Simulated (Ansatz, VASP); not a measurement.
Nb2B in VASP and in Ansatz

Contents of POSCAR:

```
Nb2B
1.0
    4.4076000000      0.0000000000      0.0000000000
   -2.2038000000      3.8171000000      0.0000000000
    0.0000000000      0.0000000000      2.6685500000
Nb B
2 1
Direct
    0.3333300000      0.6666700000      0.5000000000
    0.6666700000      0.3333300000      0.5000000000
    0.0000000000      0.0000000000      0.0000000000
```

INCAR.step1

```
PREC = Accurate
ENCUT = 520
ISMEAR = -1
SIGMA = 0.05
LREAL = False
LASPH = True
NELM = 150
LMAXMIX = 4
LDAU = True
LDAUTYPE = 2
LDAUL = 2 -1
LDAUU = 2 0
LDAUJ = 0 0
NBANDS = 22
GGA = PE
ALGO = Normal
EDIFF = 1E-4
LWAVE = True
LCHARG = False
```

File INCAR.step2:

```
PREC = Accurate
ENCUT = 520
EDIFF = 1E-6
ISMEAR = -1
SIGMA = 0.05
LREAL = False
LASPH = True
NELM = 150
ALGO = Normal
ISIF = 2
LWAVE = False
LCHARG = False
LMAXMIX = 4
LDAU = True
LDAUTYPE = 2
LDAUL = 2 -1
LDAUU = 2 0
LDAUJ = 0 0
LDAUPRINT = 1
METAGGA = R2SCAN
LMIXTAU = True
NBANDS = 22
ISTART = 1
```

KPOINTS

```
Automatic mesh
0
Gamma
  7 7 10
```

File input.yaml:

```yaml
crystal:
  lattice:
    - [4.4076, 0.0, 0.0]
    - [-2.2038, 3.8171, 0.0]
    - [0.0, 0.0, 2.66855]
  atoms:
    - { symbol: Nb, position: [0.33333, 0.66667, 0.5] }
    - { symbol: Nb, position: [0.66667, 0.33333, 0.5] }
    - { symbol: B, position: [0.0, 0.0, 0.0] }
hamiltonian:
  xc: r2scan
  pseudopotentials: { kind: paw }
  hubbard: { sites: [{ species: Nb, l: d, u_eff: 2.0 }] }
kpoints:
  mp_grid: { grid: [7, 7, 10] }
scf:
  occupations: { method: fermi_dirac, width: 0.05 }
  n_extra_bands: 7
output:
  forces: true
  stress: true
  eigenvalues: true
  dos: { projected: false, de: 0.05, nscf_kmesh: { grid: [11, 11, 15] } }
```

Alike in both runs: functional r2SCAN; k mesh 7 × 7 × 10; occupations fermi-dirac, width 0.05 eV; no spin polarisation; Hubbard terms Nb d U = 2.0 eV.

|  | VASP | Ansatz |
| --- | --- | --- |
| version | VASP 6.6.1 | Ansatz 0.2.0 |
| potentials or method | VASP PAW PBE potentials, release 64 (Nb_sv, B) | Ansatz PAW |
| plane-wave cutoff (eV) | 520 | 500 |
| valence electrons in the cell | 29 | 29 |
| task | single point | density of states |

```csv
,VASP,Ansatz,Ansatz less VASP
gap on the k mesh at the Fermi level (eV),none,none,-
pressure (GPa),3.5,0.8,-2.64
"traceless stress, the component that is largest in VASP (GPa)",-0.05,1.53,+1.577
```

VASP's potentials were made for PBE, not for r2SCAN. The programs project onto different local orbitals, so the same U acts differently, and such runs can settle in different states. A gap of «none» marks a metal or a gap that the smearing closes.
